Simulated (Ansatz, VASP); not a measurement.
**Tc in VASP and in Ansatz**

```
CELL_PARAMETERS angstrom
2.75815 0.00000 0.00000
-1.37907 2.38862 0.00000
0.00000 0.00000 4.42713
ATOMIC_POSITIONS crystal
Tc 0.66667 0.33333 0.75000
Tc 0.33333 0.66667 0.25000
```

Alike in both runs: task single point; functional PBE; k mesh 11 × 11 × 6; occupations fermi-dirac, width 0.05 eV; no spin polarisation.

```csv
,VASP,Ansatz
version,VASP 6.6.1,Ansatz 0.2.0
potentials or method,"VASP PAW PBE potentials, release 64 (Tc_pv)",Ansatz PAW earlier set
plane-wave cutoff (eV),520,500
valence electrons in the cell,26,30
```

|  | VASP | Ansatz | Ansatz less VASP |
| --- | --- | --- | --- |
| gap on the k mesh at the Fermi level (eV) | none | none | - |
| pressure (GPa) | -3.7 | -3.0 | +0.75 |
| traceless stress, the component that is largest in VASP (GPa) | -0.12 | -0.08 | +0.038 |

A gap of «none» marks a metal or a gap that the smearing closes. VASP's potentials hold 26 valence electrons a cell and Ansatz's 30, so a difference there can come from the potentials and not from the codes.
